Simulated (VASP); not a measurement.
A run of VASP 6.6.1:

File POSCAR:

```
LuScN2
1.0
    3.3367831718      0.0000000000      0.0000000000
    0.0000000000      3.3367831718      0.0000000000
    0.0000000000      0.0000000000      4.7094120867
Sc N Lu
1 2 1
Direct
    0.0000000000      0.0000000000      0.0000000000
    0.0000000000      0.0000000000      0.5000000000
    0.5000000000      0.5000000000      0.0000000000
    0.5000000000      0.5000000000      0.5000000000
```

Contents of INCAR.step1:

```
  ALGO = Normal
  EDIFF = 1E-4
  ENCUT = 520
  GGA = PE
  ISMEAR = -1
  LASPH = True
  LCHARG = False
  LREAL = False
  LWAVE = True
  NBANDS = 31
  NELM = 100
  PREC = Accurate
  SIGMA = 0.02
```

INCAR.step2

```
  ALGO = Normal
  EDIFF = 1E-6
  ENCUT = 520
  ISIF = 2
  ISMEAR = -1
  ISTART = 1
  LASPH = True
  LCHARG = False
  LMIXTAU = True
  LREAL = False
  LWAVE = False
  METAGGA = R2SCAN
  NBANDS = 31
  NELM = 100
  PREC = Accurate
  SIGMA = 0.02
```

KPOINTS

```
k-points
0
Gamma
  6 6 4
```

Potentials or basis: VASP PAW PBE potentials, release 64 (Sc_sv, N, Lu).

Launch:

```bash
$ cat potpaw_PBE.64/Sc_sv/POTCAR potpaw_PBE.64/N/POTCAR potpaw_PBE.64/Lu/POTCAR > POTCAR
$ cp INCAR.step1 INCAR
$ mpirun -np 1 vasp_std > vasp.out
$ cp INCAR.step2 INCAR
$ mpirun -np 1 vasp_std > vasp.out
```

Hardware: 1 thread of Intel Xeon 8259CL, with other jobs on the host.

Task: How long does it take, and how much memory?

Result: Wall time 4.2 min on 1 thread of Intel Xeon 8259CL (shared host), peak memory 0.22 GiB. Counts: k points 30.
